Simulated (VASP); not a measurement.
Here is a VASP 6.6.1 calculation.

File INCAR:

```
SYSTEM = Sc
  PREC = Accurate
  ENCUT = 520
  EDIFF = 1E-6
  ISMEAR = -1
  SIGMA = 0.05
  LREAL = .False.
  LASPH = .True.
  NELM = 60
  ALGO = Normal
  ISIF = 2
  LWAVE = .False.
  LCHARG = .True.
  GGA = PS
  LELF = .True.
  LVHAR = .True.
  NBANDS = 12
```

Contents of KPOINTS:

```
Automatic mesh
0
Gamma
  7 7 7
  0 0 0
```

POSCAR

```
Sc
1.0
    1.6666482081      1.6666482081      1.6666482081
   -1.6666482081      1.6666482081      1.6666482081
   -1.6666482081     -1.6666482081      1.6666482081
Sc
1
Direct
    0.0000000000      0.0000000000      0.0000000000
```

Potentials or basis: VASP PAW PBE potentials, release 64 (Sc_sv).

The run is started by

```sh
$ cat potpaw_PBE.64/Sc_sv/POTCAR > POTCAR
$ mpirun -np 1 vasp_std > vasp.out
```

(1) Estimate the pressure.

Answers

(1) 20.1 GPa.

Caveat: the k points lie up to 0.38 Å⁻¹ apart; the PAW data sets were made with another functional, which shifts forces and pressure a little.
